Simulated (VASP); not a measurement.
# Ti6H in VASP: a series of runs, part 2 of 2

VASP 6.6.1. The steps go on from the part before.

### 4 Single point, PBE

Contents of INCAR:

```
SYSTEM = Ti6H
  ALGO = Normal
  DIPOL = 0.5 0.5 0.332
  EDIFF = 1E-7
  ENCUT = 520
  GGA = PE
  IDIPOL = 3
  ISIF = 2
  ISMEAR = 0
  LASPH = .TRUE.
  LCHARG = .FALSE.
  LDIPOL = .TRUE.
  LREAL = .FALSE.
  LWAVE = .FALSE.
  NBANDS = 46
  NELM = 80
  PREC = Accurate
  SIGMA = 0.1
```

Contents of KPOINTS:

```
k-points
0
G
  6 6 1
  0 0 0
```

Contents of POSCAR:

```
Ti6H
1.0
    4.6037402192      0.0000000000      0.0000000000
   -2.3018701096      3.9869559822      0.0000000000
    0.0000000000      0.0000000000     19.9968207719
Ti H
6 1
Direct
    0.6666666666      0.3333333333      0.2000317973
    0.3333333333      0.6666666667      0.2470259945
    0.0000000000      0.0000000000      0.2940201916
    0.6666666666      0.3333333333      0.3353091140
    0.3333333333      0.6666666667      0.3717707007
    0.0000000000      0.0000000000      0.4249085827
    0.4444444444      0.8888888889      0.4537980203
```

Run with:

```
cat potpaw_PBE.64/Ti_sv/POTCAR potpaw_PBE.64/H/POTCAR > POTCAR
mpirun -np 1 vasp_std > vasp.out
```

Run time: 4.6 min. Hardware: 1 thread of Intel Xeon 6975P-C (Granite Rapids), shared host; peak memory 0.51 GiB.

Results (log left out):

```yaml
Free_energy: -45.7654 eV
Largest_force: 0.575 eV/Å
Band_gap_on_the_k_mesh: zero (an odd number of electrons rules out a gap without spin polarisation)
```

Forces on the atoms (eV/Å):
```
Ti   0.000 -0.057  0.061
Ti   0.000 -0.006  0.358
Ti   0.000 -0.051 -0.573
Ti   0.000 -0.078 -0.217
Ti   0.000  0.048  0.153
Ti   0.000 -0.077  0.192
H    0.000  0.222  0.025
```

Levels at points of the mesh, in eV from the Fermi level:
```csv
k point,band 32,band 33,band 34,band 35,band 36,band 37,band 38,band 39,band 40,band 41
"(0.00, 0.00, 0.00)",-0.84,-0.48,-0.48,-0.47,-0.21,-0.20,-0.03,0.00,0.40,0.51
"(0.50, 0.00, 0.00)",-0.80,-0.66,-0.39,-0.32,-0.21,-0.06,0.01,0.36,0.44,0.58
"(0.00, 0.50, 0.00)",-0.69,-0.60,-0.39,-0.36,-0.22,-0.02,0.02,0.36,0.58,0.59
```

### 5 Single point, PBE

Contents of INCAR:

```
SYSTEM = Ti6H
  PREC = Accurate
  ENCUT = 520
  EDIFF = 1E-6
  ISMEAR = 0
  SIGMA = 0.1
  LREAL = .FALSE.
  LASPH = .TRUE.
  NELM = 80
  ALGO = Normal
  ISIF = 2
  LWAVE = .FALSE.
  LCHARG = .FALSE.
  LDIPOL = .TRUE.
  IDIPOL = 3
  DIPOL = 0.5 0.5 0.328
  GGA = PE
  NBANDS = 46
```

Contents of KPOINTS:

```
Automatic mesh
0
G
  6 6 1
  0 0 0
```

Contents of POSCAR:

```
Ti6H
1.0
    4.6037402192      0.0000000000      0.0000000000
   -2.3018701096      3.9869559822      0.0000000000
    0.0000000000      0.0000000000     19.9968207719
Ti H
6 1
Direct
    0.6666666667      0.3333333334      0.2000317973
    0.3333333333      0.6666666667      0.2470259945
    0.0000000000      0.0000000000      0.2940201916
    0.6666666667      0.3333333334      0.3353091140
    0.3333333333      0.6666666667      0.3717707007
    0.0000000000      0.0000000000      0.4249085827
    0.8888888889      0.4444444444      0.4244173231
```

Run with:

```
cat potpaw_PBE.64/Ti_sv/POTCAR potpaw_PBE.64/H/POTCAR > POTCAR
mpirun -np 1 vasp_std > vasp.out
```

Wall time 5 min (1 thread of Intel Xeon 6975P-C (Granite Rapids), shared host); peak memory 0.51 GiB.

Results (log left out):

```
Free energy            : -45.8771 eV
Largest force          : 0.711 eV/Å
Band gap on the k mesh : zero (an odd number of electrons rules out a gap without spin polarisation)
```

Forces on the atoms (eV/Å):
```
Ti   0.048  0.028  0.045
Ti  -0.002 -0.001  0.419
Ti  -0.020 -0.011 -0.710
Ti   0.187  0.108  0.364
Ti  -0.310 -0.179  0.051
Ti  -0.393 -0.227 -0.149
H    0.490  0.283 -0.019
```

Levels at points of the mesh, in eV from the Fermi level:
```
           k point  band 33  band 34  band 35  band 36  band 37  band 38  band 39  band 40
(0.00, 0.00, 0.00)    -0.59    -0.46    -0.42    -0.22    -0.17    -0.01     0.02     0.47
(0.50, 0.00, 0.00)    -0.43    -0.37    -0.33    -0.13     0.03     0.05     0.37     0.58
(0.00, 0.50, 0.00)    -0.61    -0.37    -0.30    -0.15    -0.07     0.00     0.34     0.40
```

### 6 Relaxation of the atoms, PBE

Contents of INCAR:

```
SYSTEM = Ti6H
PREC = Accurate
ENCUT = 520
EDIFF = 1E-6
ISMEAR = 0
SIGMA = 0.1
LREAL = .FALSE.
LASPH = .TRUE.
NELM = 100
ALGO = Fast
ISIF = 2
LWAVE = .FALSE.
LCHARG = .FALSE.
LDIPOL = .TRUE.
IDIPOL = 3
DIPOL = 0.5 0.5 0.339
GGA = PE
IBRION = 2
NSW = 36
EDIFFG = -0.025
KPAR = 4
```

KPOINTS is that of step 5.

Contents of POSCAR:

```
Ti6H
1.0
    4.6037402192      0.0000000000      0.0000000000
   -2.3018701096      3.9869559822      0.0000000000
    0.0000000000      0.0000000000     19.9968207719
Ti H
6 1
Selective dynamics
Direct
    0.6666666667      0.3333333333      0.2000317973  F F F
    0.3333333333      0.6666666667      0.2470259945  F F F
    0.0000000000      0.0000000000      0.2940201916  F F F
    0.6666666667      0.3333333333      0.3353091140  F F F
    0.3333333333      0.6666666667      0.3717707007  F F F
    0.0000000000      0.0000000000      0.4249085827  F F F
    0.1111111111      0.2222222222      0.5007545699  F F T
```

Potentials or basis: VASP PAW PBE potentials, release 64 (Ti_sv, H).

Run with:

```
cat potpaw_PBE.64/Ti_sv/POTCAR potpaw_PBE.64/H/POTCAR > POTCAR
mpirun -np 4 vasp_std > vasp.out
```

Run time: 21 min. Hardware: 4 MPI ranks of Oxide Virtual Turin-like, shared host; peak memory 0.52 GiB.

The run converged. Its results:

```yaml
Free_energy: -44.8311 eV
Energy_gained_by_relaxing: 0.2 meV/atom
Ionic_steps: 2
Band_gap_on_the_k_mesh: zero (an odd number of electrons rules out a gap without spin polarisation)
```

The path:
```tsv
step	energy change (eV)	largest force on free atoms (eV/Å)	pressure (GPa)
1	0.0000	0.0279	-0.94
2	-0.0013	0.0245	-0.85
```

Final structure:
```
CELL_PARAMETERS angstrom
4.60374 0.00000 0.00000
-2.30187 3.98696 0.00000
0.00000 0.00000 19.99682
ATOMIC_POSITIONS crystal
Ti 0.66667 0.33333 0.20003
Ti 0.33333 0.66667 0.24703
Ti 0.00000 0.00000 0.29402
Ti 0.66667 0.33333 0.33531
Ti 0.33333 0.66667 0.37177
Ti 0.00000 0.00000 0.42491
H 0.11111 0.22222 0.50069
```

Levels at points of the mesh, in eV from the Fermi level:
```tsv
k point	band 34	band 35	band 36	band 37	band 38	band 39	band 40	band 41
(0.00, 0.00, 0.00)	-0.46	-0.45	-0.15	-0.13	-0.12	0.04	0.05	0.62
(0.50, 0.00, 0.00)	-0.37	-0.26	-0.17	-0.09	0.05	0.31	0.44	0.79
(0.00, 0.50, 0.00)	-0.37	-0.27	-0.17	-0.03	0.05	0.37	0.41	0.75
```

### 7 The runs side by side

| task | cell | atoms held fixed (from 0) | atoms held along some axes (from 0) | gap on the mesh (eV) | largest force (eV/Å) |
| --- | --- | --- | --- | --- | --- |
| single point | as given, atomic positions A | - | - | none | 0.74 |
| single point | as given, atomic positions B | - | - | none | 0.77 |
| single point | as given, atomic positions C | - | - | none | 0.58 |
| single point | as given, atomic positions D | - | - | none | 0.71 |
| relaxation of the atoms | atoms relaxed, atomic positions E | [0, 1, 2, 3, 4, 5] | atom 6 along a and b | none | - |

Alike in all rows: level PBE; potentials or basis VASP PAW PBE potentials, release 64 (Ti_sv, H); no spin polarisation; k mesh 6 × 6 × 1; cutoff (eV) 520; smearing gaussian 0.1 eV.

Total energies depend on the potentials used, so only differences within one code and one set of settings carry meaning.
